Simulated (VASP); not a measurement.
Input of a VASP 6.6.1 run:

The input INCAR:

```
SYSTEM = Y2H2C
  ALGO = Normal
  EDIFF = 1E-6
  ENCUT = 600
  GGA_COMPAT = .False.
  ISIF = 2
  ISMEAR = -1
  LASPH = .True.
  LCHARG = .False.
  LREAL = .False.
  LWAVE = .False.
  NBANDS = 22
  NELM = 120
  PREC = Accurate
  SIGMA = 0.3
```

The input KPOINTS:

```
k-points
0
Gamma
  4 4 2
  0 0 0
```

File POSCAR:

```
Y2H2C
1.0
    3.6556000000      0.0000000000      0.0000000000
   -1.8278000000      3.1658424700      0.0000000000
    0.0000000000      0.0000000000      5.9973000000
Y H C
2 2 1
Direct
    0.3333333333      0.6666666667      0.2265000000
    0.6666666667      0.3333333333      0.7735000000
    0.3333333333      0.6666666667      0.6070000000
    0.6666666667      0.3333333333      0.3930000000
    0.0000000000      0.0000000000      0.0000000000
```

Potentials or basis: VASP PAW LDA potentials, release 64 (Y_sv, H, C).

Command:

```bash
$ cat potpaw_LDA.64/Y_sv/POTCAR potpaw_LDA.64/H/POTCAR potpaw_LDA.64/C/POTCAR > POTCAR
$ mpirun -np 1 vasp_std > vasp.out
```

(1) Predict the pressure.

(2) Predict the band gap on the k mesh.

(3) Estimate the largest force.

## Answers

(1) -5.2 GPa.

(2) zero (band 14 reaches 3.66 eV, above the bottom of band 15 at 2.66 eV).

(3) 0.121 eV/Å.

Caveat: the k points lie up to 0.52 Å⁻¹ apart.
